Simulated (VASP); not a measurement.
# Bi2Te3 (R-3m) in VASP: single point with PBEsol

Aim: the single point of Bi2Te3 with PBEsol.

All numbers are computed with VASP 6.6.1; they aren't measurements. Logs are shortened: lines on timing, memory, paths and dates and some standing lists are left out, and cuts for length are marked.

**What was measured.**

“Vacancy and Antisite-Induced Ferromagnetism in Liquid-Phase Exfoliated Bi2Te3”, 2024, arxiv:2412.10539 quotes, for a bulk crystal of Bi2Te3: band gap 0.17 eV.

The runs below are set against these values where they give the same quantity.

## (1) The cell of the first run

Symmetry: R-3m, No. 166, trigonal system. Conventional cell: a = 4.386 Å, b = 4.386 Å, c = 30.497 Å, α = 90.00°, β = 90.00°, γ = 120.00°. Bi (site symmetry 3m) has 6 Te at 3.07 to 3.25 Å within 4.0 Å. Within 4.6 Å of Te (site symmetry -3m) lie 6 Bi at 3.25 Å and 12 Te at 4.39 to 4.55 Å. Within 4.0 Å of Te (site symmetry 3m) lie 3 Bi at 3.07 Å and 3 Te at 3.64 Å.

## (2) Single point, PBEsol

INCAR

```
PREC = Accurate
ENCUT = 500
EDIFF = 1E-6
ISMEAR = 0
SIGMA = 0.03
LREAL = False
LASPH = True
NELM = 120
ALGO = Normal
ISIF = 2
LWAVE = False
LCHARG = False
GGA = PS
NBANDS = 32
GGA_COMPAT = False
```

KPOINTS

```
Automatic mesh
0
Gamma
  12 12 12
```

POSCAR

```
Bi2Te3
1.0
    2.1930005584      1.2661294627     10.1656700000
   -2.1930005584      1.2661294627     10.1656700000
    0.0000000000     -2.5322589254     10.1656700000
Bi Te
2 3
Direct
    0.4000000000      0.4000000000      0.4000000000
    0.6000000000      0.6000000000      0.6000000000
    0.0000000000      0.0000000000      0.0000000000
    0.2095000000      0.2095000000      0.2095000000
    0.7905000000      0.7905000000      0.7905000000
```

Potentials or basis: VASP PAW PBE potentials, release 64 (Bi_d, Te).

On the command line:

```bash
$ cat potpaw_PBE.64/Bi_d/POTCAR potpaw_PBE.64/Te/POTCAR > POTCAR
$ mpirun -np 1 vasp_std > vasp.out
```

OUTCAR:

```text
PREC = Accurate
   ENCUT = 500
   EDIFF = 1E-6
   ISMEAR = 0
   LREAL = False
   LASPH = True
   NELM = 120
   ISIF = 2
   GGA = PS

 ion  position               nearest neighbor table
   1  0.400  0.400  0.400-   5 3.07   5 3.07   5 3.07   3 3.25   3 3.25   3 3.25
   2  0.600  0.600  0.600-   4 3.07   4 3.07   4 3.07   3 3.25   3 3.25   3 3.25
   3  0.000  0.000  0.000-   2 3.25   1 3.25   2 3.25   2 3.25   1 3.25   1 3.25
   4  0.209  0.209  0.209-   2 3.07   2 3.07   2 3.07   5 3.64   5 3.64   5 3.64
   5  0.791  0.791  0.791-   1 3.07   1 3.07   1 3.07   4 3.64   4 3.64   4 3.64

  LATTYP: Found a trigonal (rhomboedric) cell.
 ALAT       =    10.4763152785
 COS(alpha) =     0.9123624232

  Lattice vectors:

 A1 = (   2.1930005584,   1.2661294627,  10.1656700000)
 A2 = (  -2.1930005584,   1.2661294627,  10.1656700000)
 A3 = (   0.0000000000,  -2.5322589254,  10.1656700000)

Analysis of symmetry for initial positions (statically):
=====================================================================
 Subroutine PRICEL returns:
 Original cell was already a primitive cell.

 Routine SETGRP: Setting up the symmetry group for a
 trigonal (rhombohedral) supercell.

 Subroutine GETGRP returns: Found 12 space group operations
 (whereof 12 operations were pure point group operations)
 out of a pool of 12 trial point group operations.

The static configuration has the point symmetry D_3d.

Analysis of symmetry for dynamics (positions and initial velocities):
=====================================================================
 Subroutine PRICEL returns:
 Original cell was already a primitive cell.

 Routine SETGRP: Setting up the symmetry group for a
 trigonal (rhombohedral) supercell.

 Subroutine GETGRP returns: Found 12 space group operations
 (whereof 12 operations were pure point group operations)
 out of a pool of 12 trial point group operations.

The dynamic configuration has the point symmetry D_3d.

 Subroutine INISYM returns: Found 12 space group operations
 (whereof 12 operations are pure point group operations),
 and found     1 'primitive' translations

----------------------------------------------------------------------------------------

                                     Primitive cell

  volume of cell :     169.3574

  direct lattice vectors                    reciprocal lattice vectors
     2.193000558  1.266129463 10.165670000     0.227998118  0.131634775  0.032790100
    -2.193000558  1.266129463 10.165670000    -0.227998118  0.131634775  0.032790100
     0.000000000 -2.532258925 10.165670000     0.000000000 -0.263269550  0.032790100

  length of vectors
    10.476315278 10.476315278 10.476315278     0.265303687  0.265303687  0.265303687

  position of ions in fractional coordinates (direct lattice)
     0.400000000  0.400000000  0.400000000
     0.600000000  0.600000000  0.600000000
     0.000000000  0.000000000  0.000000000
     0.209500000  0.209500000  0.209500000
     0.790500000  0.790500000  0.790500000

  ion indices of the primitive-cell ions
   primitive index   ion index
                 1           1
                 2           2
                 3           3
                 4           4
                 5           5

----------------------------------------------------------------------------------------

 KPOINTS: Automatic mesh

Automatic generation of k-mesh.
 Grid dimensions read from file:
 generate k-points for:   12   12   12

 Generating k-lattice:

  Cartesian coordinates                     Fractional coordinates (reciprocal lattice)
     0.018999843  0.010969565  0.002732508     0.083333333  0.000000000 -0.000000000
    -0.018999843  0.010969565  0.002732508     0.000000000  0.083333333 -0.000000000
     0.000000000 -0.021939129  0.002732508    -0.000000000 -0.000000000  0.083333333

  Length of vectors
     0.022108641  0.022108641  0.022108641

  Shift w.r.t. Gamma in fractional coordinates (k-lattice)
     0.000000000  0.000000000  0.000000000

 Subroutine IBZKPT returns following result:
 ===========================================

 Found    189 irreducible k-points:

 Following reciprocal coordinates:
            Coordinates               Weight
  0.000000  0.000000  0.000000      1.000000
  0.083333  0.000000 -0.000000      6.000000
  0.166667 -0.000000 -0.000000      6.000000
  0.250000  0.000000 -0.000000      6.000000
  0.333333  0.000000 -0.000000      6.000000
  0.416667  0.000000  0.000000      6.000000
[... 16 lines left out ...]
  0.500000  0.166667 -0.000000     12.000000
 -0.416667  0.166667  0.000000     12.000000
 [... further k-points ...]
   k-points           NKPTS =    189   k-points in BZ     NKDIM =    189   number of bands    NBANDS=     32
   number of dos      NEDOS =    301   number of ions     NIONS =      5
   total plane-waves  NPLWV = 512000
   dimension x,y,z NGX =    80 NGY =   80 NGZ =   80
   dimension x,y,z NGXF=   160 NGYF=  160 NGZF=  160
   ions per type =               2   3
   NGX,Y,Z   is equivalent  to a cutoff of  12.69, 12.69, 12.69 a.u.
   NGXF,Y,Z  is equivalent  to a cutoff of  25.39, 25.39, 25.39 a.u.
 SYSTEM =  unknown system
   PREC   = accura    normal or accurate (medium, high low for compatibility)
   ISTART =      0    job   : 0-new  1-cont  2-samecut
   ICHARG =      2    charge: 1-file 2-atom 10-const
   ISPIN  =      1    spin polarized calculation?
   LNONCOLLINEAR =      F non collinear calculations
   LSORBIT =      F    spin-orbit coupling
   LASPH  =      T    aspherical Exc in radial PAW
   ENCUT  =  500.0 eV  36.75 Ry    6.06 a.u.  19.10 19.10 19.10*2*pi/ulx,y,z
   NELM   =    120;   NELMIN=  2; NELMDL= -5     # of ELM steps
   EDIFF  = 0.1E-05   stopping-criterion for ELM
   LREAL  =      F    real-space projection
   EDIFFG = 0.1E-04   stopping-criterion for IOM
   NSW    =      0    number of steps for IOM
   IBRION =     -1    ionic relax: 0-MD 1-quasi-New 2-CG
   NFREE  =      0    steps in history (QN), initial steepest desc. (CG)
   ISIF   =      2    stress and relaxation
   ISYM   =      2    0-nonsym 1-usesym 2-fastsym
   POTIM  = 0.5000    time-step for ionic-motion
   TEBEG  =    0.0;   TEEND  =   0.0 temperature during run
   PSTRESS=    0.0 pullay stress
   NELECT =      48.0000    total number of electrons
   NUPDOWN=      -1.0000    fix difference up-down
   EMIN   =  10.00;   EMAX   =-10.00  energy-range for DOS
   EFERMI =   0.00;   METHOD = LEGACY
   ISMEAR =     0;   SIGMA  =   0.03  broadening in eV -4-tet -1-fermi 0-gaus
   EFERMI_NEDOS =   21; number of points for ismear=-14 and -15
   IALGO  =     38    algorithm
   IMIX   =      4    mixing-type and parameters
     AMIX     =   0.40;   BMIX     =  1.00
     AMIX_MAG =   1.60;   BMIX_MAG =  1.00
  volume/ion in A,a.u.               =      33.87       228.58
  Fermi-wavevector in a.u.,A,eV,Ry     =   1.075360  2.032136 15.733765  1.156399
  Thomas-Fermi vector in A             =   2.211214
   LORBIT       =      0    0 simple, 1 ext, 2 COOP (PROOUT), +10 PAW based schemes
   GGA     = PS    functional components
   LHFCALC =     F    Hartree Fock is set to
   AEXX    =    0.0000 exact exchange contribution
   IVDW    =     0    specifies the selected vdW correction
   LEPSILON=     F    determine dielectric tensor
   LRPA    =     F    only Hartree local field effects (RPA)
 non-spin polarized calculation
 Gauss-broadening in eV      SIGMA  =   0.03
  energy-cutoff  :      500.00
  volume of cell :      169.36
 maximum number of plane-waves:      4324
 NGX is ok and might be reduce to    80
   NGX = 39   NGY = 39   NGZ = 39

 number of electron      48.0000004 magnetization

 Free energy of the ion-electron system (eV)
  ---------------------------------------------------
  ext. energy  EPLUGINS =         0.00000000
  ---------------------------------------------------
  free energy    TOTEN  =       -20.29228737 eV

  energy without entropy =      -20.29228737  energy(sigma->0) =      -20.29228737

 E-fermi :   6.1800     XC(G=0):  -9.4919

 val. band max:        6.0681410003   @ k =   0.0000   0.0000   0.0000
 cond. band min:       6.2922065972   @ k =   0.0000   0.0000   0.0000
 fundamental gap:      0.2240655969
 Fermi energy:         6.1800077944

 k-point     1 :       0.0000    0.0000    0.0000
  band No.  band energies     occupation
      1     -17.0481      2.00000
      2     -17.0481      2.00000
      3     -17.0466      2.00000
      4     -17.0466      2.00000
      5     -17.0401      2.00000
      6     -17.0387      2.00000
[... 24 lines left out ...]
     31      10.8217      0.00000
     32      11.3250      0.00000

 k-point     2 :       0.0833    0.0000   -0.0000
  band No.  band energies     occupation
      1     -17.0487      2.00000
      2     -17.0474      2.00000
      3     -17.0471      2.00000
      4     -17.0459      2.00000
      5     -17.0396      2.00000
      6     -17.0382      2.00000
[... 24 lines left out ...]
     31      10.7051      0.00000
     32      10.9821      0.00000

 k-point     3 :       0.1667   -0.0000   -0.0000
  band No.  band energies     occupation
      1     -17.0505      2.00000
      2     -17.0486      2.00000
      3     -17.0457      2.00000
      4     -17.0443      2.00000
      5     -17.0386      2.00000
      6     -17.0372      2.00000
[... 24 lines left out ...]
     31      10.1292      0.00000
     32      10.9967      0.00000

 k-point     4 :       0.2500    0.0000   -0.0000
  band No.  band energies     occupation
      1     -17.0532      2.00000
      2     -17.0510      2.00000
      3     -17.0443      2.00000
      4     -17.0426      2.00000
      5     -17.0392      2.00000
      6     -17.0369      2.00000
[... 24 lines left out ...]
     31       9.9222      0.00000
     32      11.4043      0.00000

 k-point     5 :       0.3333    0.0000   -0.0000
  band No.  band energies     occupation
      1     -17.0561      2.00000
      2     -17.0535      2.00000
      3     -17.0436      2.00000
      4     -17.0414      2.00000
      5     -17.0403      2.00000
      6     -17.0380      2.00000
[... 584 lines left out ...]
     31      10.2965      0.00000
     32      10.3746      0.00000

 k-point    22 :       0.4167    0.1667   -0.0000
  band No.  band energies     occupation
      1     -17.0544      2.00000
      2     -17.0526      2.00000
      3     -17.0450      2.00000
      4     -17.0432      2.00000
      5     -17.0383      2.00000
      6     -17.0367      2.00000
[... 24 lines left out ...]
     31      10.2925      0.00000
     32      10.9262      0.00000

 k-point    23 :       0.5000    0.1667   -0.0000
  band No.  band energies     occupation
      1     -17.0558      2.00000
      2     -17.0535      2.00000
      3     -17.0456      2.00000
      4     -17.0428      2.00000
      5     -17.0389      2.00000
      6     -17.0369      2.00000
[... 24 lines left out ...]
     31      10.1934      0.00000
     32      10.6414      0.00000

 k-point    24 :      -0.4167    0.1667    0.0000
  band No.  band energies     occupation
      1     -17.0563      2.00000
      2     -17.0538      2.00000
      3     -17.0459      2.00000
      4     -17.0428      2.00000
      5     -17.0391      2.00000
      6     -17.0371      2.00000
[... 24 lines left out ...]
     31      10.0203      0.00000
     32      10.6768      0.00000

 [... further k-points ...]

------------------------ aborting loop because EDIFF is reached ----------------------------------------

  FORCE on cell =-STRESS in cart. coord.  units (eV):
  Direction    XX          YY          ZZ          XY          YZ          ZX
  --------------------------------------------------------------------------------------
  -------------------------------------------------------------------------------------
  Total       -0.5201359     -0.5201359     -0.8103754      0.0000000     -0.0000000      0.0000000
  in kB       -4.9206591     -4.9206591     -7.6664215      0.0000000     -0.0000000      0.0000000
  external PRESSURE =      -5.8359132 kB  Pullay stress =       0.0000000 kB

 VOLUME and BASIS-vectors are now :
 -----------------------------------------------------------------------------
  energy-cutoff  :      500.00
  volume of cell :      169.36
      direct lattice vectors                 reciprocal lattice vectors
     2.193000558  1.266129463 10.165670000     0.227998118  0.131634775  0.032790100
    -2.193000558  1.266129463 10.165670000    -0.227998118  0.131634775  0.032790100
     0.000000000 -2.532258925 10.165670000     0.000000000 -0.263269550  0.032790100

 POSITION                                       TOTAL-FORCE (eV/Angst)
 -----------------------------------------------------------------------------------
      0.00000      0.00000     12.19880         0.000000     -0.000000      0.036342
      0.00000      0.00000     18.29821         0.000000      0.000000     -0.036342
      0.00000      0.00000      0.00000         0.000000     -0.000000      0.000000
      0.00000      0.00000      6.38912         0.000000     -0.000000      0.105381
      0.00000      0.00000     24.10789         0.000000      0.000000     -0.105381
 -----------------------------------------------------------------------------------
    total drift:                               -0.000000     -0.000000     -0.000000

  FREE ENERGIE OF THE ION-ELECTRON SYSTEM (eV)
  ---------------------------------------------------
  free  energy   TOTEN  =       -20.2922873699 eV

  energy  without entropy=      -20.2922873699  energy(sigma->0) =      -20.29228737
```

It took 1.7 h on 1 thread of Oxide Virtual Turin-like, shared host; peak memory 1.4 GiB.

What came out:

```
Free energy            : -20.2923 eV
Pressure               : -0.6 GPa
Largest force          : 0.105 eV/Å
Band gap on the k mesh : 0.22 eV
```

Forces on the atoms (eV/Å):
```
Bi   0.000  0.000  0.036
Bi   0.000  0.000 -0.036
Te   0.000  0.000  0.000
Te   0.000  0.000  0.105
Te   0.000  0.000 -0.105
```

Stress tensor (GPa, compression positive):
```
-0.49  0.00  0.00
 0.00 -0.49  0.00
 0.00  0.00 -0.77
```

Caveat: the PAW data sets were made with another functional, which shifts forces and pressure a little; spin-orbit coupling is left out, which moves the levels of the heavy elements.

## (3) How close it comes

Step 2. A measured gap of Bi2Te3 is 0.17 eV (quoted in “Vacancy and Antisite-Induced Ferromagnetism in Liquid-Phase Exfoliated Bi2Te3”, 2024, arxiv:2412.10539); the calculated 0.22 eV misses it by +0.05 eV. Spin-orbit coupling on Bi, Te is left out. The value is that of PBEsol on a finite k mesh, which can miss the band edges, without temperature or zero-point motion.
